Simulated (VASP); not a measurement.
A run of VASP 6.6.1 is set up as follows.

File INCAR:

```
  PREC = Accurate
  ENCUT = 520
  EDIFF = 1E-6
  ISMEAR = 0
  SIGMA = 0.2
  LREAL = False
  LASPH = True
  NELM = 100
  ALGO = Fast
  ISIF = 2
  LWAVE = False
  LCHARG = False
  GGA = PE
  NBANDS = 20
```

Contents of KPOINTS:

```
Automatic mesh
0
Gamma
  5 5 2
```

Contents of POSCAR:

```
Be5Te2
1.0
    3.8440248560      0.0000000000      0.0000000000
   -1.9220124280      3.3290231781      0.0000000000
    0.0000000000      0.0000000000      9.3955733892
Be Te
5 2
Direct
    0.0000000000      0.0000000000      0.0000000000
    0.6666666667      0.3333333333     -0.0104157023
    0.3333333333      0.6666666667      1.0104157023
    0.6666666667      0.3333333333      0.4166758922
    0.3333333333      0.6666666667      0.5833241078
    0.3333333333      0.6666666667      0.3117091584
    0.6666666667      0.3333333333      0.6882908416
```

Potentials or basis: VASP PAW PBE potentials, release 64 (Be, Te).

The run is started by

```bash
$ cat potpaw_PBE.64/Be/POTCAR potpaw_PBE.64/Te/POTCAR > POTCAR
$ mpirun -np 1 vasp_std > vasp.out
```

(1) Estimate the band gap on the k mesh.

(2) What does it give for the pressure?

(3) Estimate the largest force.

## Answers

(1) zero (band 11 reaches 7.85 eV, above the bottom of band 12 at 6.00 eV).

(2) 0.3 GPa.

(3) 0.051 eV/Å.

Caveat: the k points lie up to 0.38 Å⁻¹ apart; spin-orbit coupling is left out, which moves the levels of the heavy elements.
